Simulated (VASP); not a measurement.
W3N: single point with PBEsol

W3N:

```
CELL_PARAMETERS angstrom
2.93593 0.00000 0.00000
-1.46796 2.54259 0.00000
0.00000 0.00000 7.28519
ATOMIC_POSITIONS crystal
W 0.00000 0.00000 0.50000
W 0.33333 0.66667 0.17393
W 0.66667 0.33333 0.82607
N 0.00000 0.00000 0.00000
```

This cell differs from its parent crystal: Ta replaced by W, lengths x 0.975, strained.

| Property | Result |
| --- | --- |
| Program | VASP 6.6.1 |
| Task | single point |
| Functional | PBEsol |
| Potentials or basis | VASP PAW PBE potentials, release 64 (W_sv, N) |
| Cutoff | 520 eV |
| k mesh | 18 × 18 × 6 |
| Occupations | gaussian, width 0.1 eV |
| Spin | no spin polarisation |

| Item | Value |
| --- | --- |
| Pressure | -10.1 GPa |
| Largest force | 2.131 eV/Å |

Forces in eV/Å, atoms in the order of the input:
```
W    0.000  0.000  0.000
W    0.000  0.000  2.131
W    0.000  0.000 -2.131
N    0.000  0.000  0.000
```

Stress tensor (GPa, compression positive):
```
-12.69   0.00   0.00
  0.00 -12.69   0.00
  0.00   0.00  -5.03
```

Levels at points of the mesh, in eV from the Fermi level:
```tsv
k point	band 20	band 21	band 22	band 23	band 24	band 25	band 26	band 27	band 28	band 29
(0.00, 0.00, 0.00)	-1.59	-1.59	-1.31	-0.67	-0.67	0.37	0.85	0.85	1.18	1.18
(0.50, 0.00, 0.00)	-1.75	-1.34	-0.44	-0.28	0.41	2.57	3.22	3.29	4.01	4.34
(0.00, 0.00, 0.50)	-1.95	-1.39	-1.39	-0.34	-0.34	0.36	0.36	0.55	0.55	0.57
(0.50, 0.00, 0.50)	-1.96	-1.79	-0.46	0.21	0.43	1.31	3.37	3.47	3.65	4.62
```

Run time: 5.7 min on 1 thread of Intel(R) Xeon(R) Platinum 8259CL CPU @ 2.50GHz (Skylake/Cascade Lake), on a shared host, peak memory 0.38 GiB.

Caveat: the cell differs from its parent crystal (Ta replaced by W, lengths x 0.975, strained); the PAW data sets were made with another functional, which shifts forces and pressure a little; spin-orbit coupling is left out, which moves the levels of the heavy elements.
